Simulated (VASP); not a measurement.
A run of VASP 6.6.1 is set up as follows.

File INCAR:

```
SYSTEM = SrCd
PREC     = Accurate       ! precision mode
ENCUT    = 520            ! plane-wave cutoff, eV
EDIFF    = 1E-8           ! SCF threshold, eV
ISMEAR   = -1             ! smearing method
SIGMA    = 0.08           ! smearing width, eV
LREAL    = .False.        ! projectors in reciprocal space
LASPH    = .True.         ! aspherical terms in the spheres
NELM     = 80             ! most SCF steps
ALGO     = Normal         ! electronic algorithm
ISIF     = 2              ! what is computed and relaxed
LWAVE    = .False.        ! write WAVECAR
LCHARG   = .False.        ! write CHGCAR
GGA      = CA             ! functional
LEFG     = .True.       
NBANDS   = 18             ! bands
```

The input KPOINTS:

```
regular mesh
0
Gamma
  10 10 10
  0 0 0
```

The input POSCAR:

```
SrCd
1.0
    3.9896119401      0.0000000000      0.0000000000
    0.0000000000      3.9896119401      0.0000000000
    0.0000000000      0.0000000000      3.9896119401
Sr Cd
1 1
Direct
    0.5000000000      0.5000000000      0.5000000000
    0.0000000000      0.0000000000      0.0000000000
```

Potentials or basis: VASP PAW LDA potentials, release 64 (Sr_sv, Cd).

Command:

```bash
$ cat potpaw_LDA.64/Sr_sv/POTCAR potpaw_LDA.64/Cd/POTCAR > POTCAR
$ mpirun -np 1 vasp_std > vasp.out
```

Problem. Estimate the band gap on the k mesh.

Solution. Zero (band 11 reaches 3.44 eV, above the bottom of band 12 at 1.31 eV).

Problem. What does it give for the pressure?

Solution. -1.7 GPa.

Caveat: without QUAD_EFG the Cq values of the log hold for a quadrupole moment of 1 mb, not for the nuclei.
